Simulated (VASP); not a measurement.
Write the native input for VASP 6.6.1 that does the following.

```yaml
Task: single point
Functional: r2SCAN
Potentials_or_basis: VASP PAW PBE potentials, release 64 (Hf_pv, O)
Cutoff: 520 eV
k_mesh: 6 × 6 × 6
Occupations: gaussian, width 0.02 eV
Spin: no spin polarisation
Dipole_correction: no
Further_INCAR_settings: ALGO = Normal; EDIFF = 1e-06; NBANDS = 31
```

The system is HfO2.

```xyz
6
Lattice="3.4159 0.0000 0.0000 0.0000 3.6171 0.0000 0.0000 0.0000 5.2612" Properties=species:S:1:pos:R:3 pbc="T T T"
Hf    1.7079    1.8085    2.6096
Hf    0.0000    0.0000    0.0210
O     0.0000    1.8085    3.6754
O     1.7079    0.0000    4.2164
O     1.7079    0.0000    1.6078
O     0.0000    1.8085    1.0228
```

This cell differs from its parent crystal: uniaxial strain along a: -4.5 %.

One way to write it, as run:

POSCAR

```
HfO2
1.0
    3.4158672373      0.0000000000      0.0000000000
    0.0000000000      3.6170636059      0.0000000000
    0.0000000000      0.0000000000      5.2612040357
Hf O
2 4
Direct
    0.5000000000      0.5000000000      0.4960142403
    0.0000000000      0.0000000000      0.0039857597
    0.0000000000      0.5000000000      0.6985857851
    0.5000000000      0.0000000000      0.8014142149
    0.5000000000      0.0000000000      0.3055891545
    0.0000000000      0.5000000000      0.1944108455
```

INCAR.step1

```
SYSTEM = HfO2
PREC     = Accurate       ! precision mode
ENCUT    = 520            ! plane-wave cutoff, eV
ISMEAR   = 0              ! smearing method
SIGMA    = 0.02           ! smearing width, eV
LREAL    = .False.        ! projectors in reciprocal space
LASPH    = .True.         ! aspherical terms in the spheres
NELM     = 60             ! most SCF steps
NBANDS   = 31             ! bands
GGA      = PE             ! functional
ALGO     = Normal         ! electronic algorithm
EDIFF    = 1E-4           ! SCF threshold, eV
LWAVE    = .True.         ! write WAVECAR
LCHARG   = .False.        ! write CHGCAR
```

INCAR.step2

```
SYSTEM = HfO2
PREC     = Accurate       ! precision mode
ENCUT    = 520            ! plane-wave cutoff, eV
EDIFF    = 1E-6           ! SCF threshold, eV
ISMEAR   = 0              ! smearing method
SIGMA    = 0.02           ! smearing width, eV
LREAL    = .False.        ! projectors in reciprocal space
LASPH    = .True.         ! aspherical terms in the spheres
NELM     = 60             ! most SCF steps
ALGO     = Normal         ! electronic algorithm
ISIF     = 2              ! what is computed and relaxed
LWAVE    = .False.        ! write WAVECAR
LCHARG   = .False.        ! write CHGCAR
METAGGA  = R2SCAN         ! meta-GGA
LMIXTAU  = .True.       
NBANDS   = 31             ! bands
ISTART   = 1
```

KPOINTS

```
regular mesh
0
Gamma
  6 6 6
  0 0 0
```

Potentials or basis: VASP PAW PBE potentials, release 64 (Hf_pv, O).

Launch:

```bash
$ cat potpaw_PBE.64/Hf_pv/POTCAR potpaw_PBE.64/O/POTCAR > POTCAR
$ cp INCAR.step1 INCAR
$ mpirun -np 1 vasp_std > vasp.out
$ cp INCAR.step2 INCAR
$ mpirun -np 1 vasp_std > vasp.out
```

It gave:

```yaml
Pressure: 3.8 GPa
Largest_force: 0.195 eV/Å
Band_gap_on_the_k_mesh: 5.17 eV (least direct gap 5.22 eV)
```

Caveat: the cell differs from its parent crystal (uniaxial strain along a: -4.5 %); the stress differs along the axes, from -4 to 13 GPa; the PAW data sets were made with another functional, which shifts forces and pressure a little; spin-orbit coupling is left out, which moves the levels of the heavy elements.

It took 4.1 min on 1 thread of Intel(R) Xeon(R) 6975P-C (Granite Rapids), with other jobs on the host, peak memory 0.25 GiB.
